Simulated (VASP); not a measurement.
Set up this calculation in VASP 6.6.1, as the native input.

```
Task                   : single point
Functional             : PBE
Potentials or basis    : VASP PAW PBE potentials, release 64 (Si, Au)
Cutoff                 : 520 eV
k mesh                 : 3 × 3 × 4
Occupations            : fermi-dirac, width 0.1 eV
Spin                   : no spin polarisation
Dipole correction      : no
Further INCAR settings : ALGO = Normal; EDIFF = 1e-06; NBANDS = 52
```

The structure of Si11Au3 lies in POSCAR:

```
Si11Au3
1.0
    6.3514950000      3.6914800000      0.0000000000
    6.3514950000     -3.6914800000      0.0000000000
    3.1167720000      0.0000000000     -5.6600180000
Si Au
11 3
Direct
    0.7408378826      0.2426421534      0.4853974196
    0.2426421534      0.7408378826      0.4853974196
    0.5067111335      0.8972008788      0.2331349660
    0.8972008788      0.5067111335      0.2331349660
    0.1825278153      0.1825278153      0.1194004198
    0.6494708184      0.1283870929      0.2490762187
    0.1283870929      0.6494708184      0.2490762187
    0.4261714190      0.0364872954      0.6888836833
    0.0364872954      0.4261714190      0.6888836833
    0.4818356682      0.4818356682      0.0159993650
    0.9259364098      0.9259364098      0.7352527495
    0.7028131377      0.7028131377     -0.0995916715
    0.3872930976      0.3872930976      0.7575701508
    0.0356851975      0.0356851975     -0.0412155887
```

These files were run (other wordings do the same):

INCAR

```
SYSTEM = Si11Au3
PREC = Accurate
ENCUT = 520
EDIFF = 1E-6
ISMEAR = -1
SIGMA = 0.1
LREAL = .False.
LASPH = .True.
NELM = 80
ALGO = Normal
ISIF = 2
LWAVE = .False.
LCHARG = .False.
GGA = PE
NBANDS = 52
```

KPOINTS

```
regular mesh
0
Gamma
  3 3 4
  0 0 0
```

Potentials or basis: VASP PAW PBE potentials, release 64 (Si, Au).

Command:

```console
$ cat potpaw_PBE.64/Si/POTCAR potpaw_PBE.64/Au/POTCAR > POTCAR
$ mpirun -np 1 vasp_std > vasp.out
```

Results of the run:

The pressure is -1.1 GPa and the largest force is 0.008 eV/Å. The band gap on the k mesh is zero (an odd number of electrons rules out a gap without spin polarisation).

Caveat: spin-orbit coupling is left out, which moves the levels of the heavy elements.

It took 6.4 min on 1 thread of Intel Xeon 8259CL, with other jobs on the host, peak memory 0.46 GiB.
